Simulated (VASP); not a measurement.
Set up this calculation in VASP 6.6.1, as the native input.

| Quantity | Value |
| --- | --- |
| Task | single point |
| Functional | PBE |
| Potentials or basis | VASP PAW PBE potentials, release 64 (Ga_d, P) |
| Cutoff | 520 eV |
| k mesh | 2 × 2 × 2, shifted |
| Occupations | gaussian, width 0.1 eV |
| Spin | no spin polarisation |
| Dipole correction | no |
| Further INCAR settings | LREAL = Auto; ALGO = Normal; EDIFF = 1e-06; NBANDS = 86; ISYM = 0 |

The structure of GaP lies in POSCAR:

```
GaP
1.0
    3.8860303510      6.7308020076      0.0000000000
   -3.8860303510      6.7308020076      0.0000000000
    0.0000000000      4.4872013384      6.4308101003
Ga P
8 8
Direct
    0.5646280000      0.5646280000      0.3061160000
    0.5646280000      0.0646280000      0.3061160000
    0.0646280000      0.5646280000      0.3061160000
    0.0646280000      0.0646280000      0.3061160000
    0.4353720000      0.4353720000      0.6938840000
    0.4353720000      0.9353720000      0.6938840000
    0.9353720000      0.4353720000      0.6938840000
    0.9353720000      0.9353720000      0.6938840000
    0.9426110000      0.9426110000      0.1721670000
    0.9426110000      0.4426110000      0.1721670000
    0.4426110000      0.9426110000      0.1721670000
    0.4426110000      0.4426110000      0.1721670000
    0.0573890000      0.0573890000      0.8278330000
    0.0573890000      0.5573890000      0.8278330000
    0.5573890000      0.0573890000      0.8278330000
    0.5573890000      0.5573890000      0.8278330000
```

The input as run:

INCAR

```
SYSTEM = GaP
PREC     = Accurate       ! precision mode
ENCUT    = 520            ! plane-wave cutoff, eV
EDIFF    = 1E-6           ! SCF threshold, eV
ISMEAR   = 0              ! smearing method
SIGMA    = 0.1            ! smearing width, eV
LREAL    = Auto         
LASPH    = .True.         ! aspherical terms in the spheres
NELM     = 100            ! most SCF steps
ALGO     = Normal         ! electronic algorithm
ISIF     = 2              ! what is computed and relaxed
LWAVE    = .False.        ! write WAVECAR
LCHARG   = .False.        ! write CHGCAR
GGA      = PE             ! functional
ISYM     = 0            
NBANDS   = 86             ! bands
```

KPOINTS

```
Automatic mesh
0
Gamma
  2 2 2
  0.5 0.5 0.5
```

Potentials or basis: VASP PAW PBE potentials, release 64 (Ga_d, P).

Launch:

```console
$ cat potpaw_PBE.64/Ga_d/POTCAR potpaw_PBE.64/P/POTCAR > POTCAR
$ mpirun -np 1 vasp_std > vasp.out
```

Results of the run:

- Pressure: 0.0 GPa
- Largest force: 0.065 eV/Å
- Band gap on the k mesh: 1.43 eV

It took 11 min on 1 thread of Intel(R) Xeon(R) Platinum 8488C (Sapphire Rapids), with other jobs on the host, peak memory 0.59 GiB.
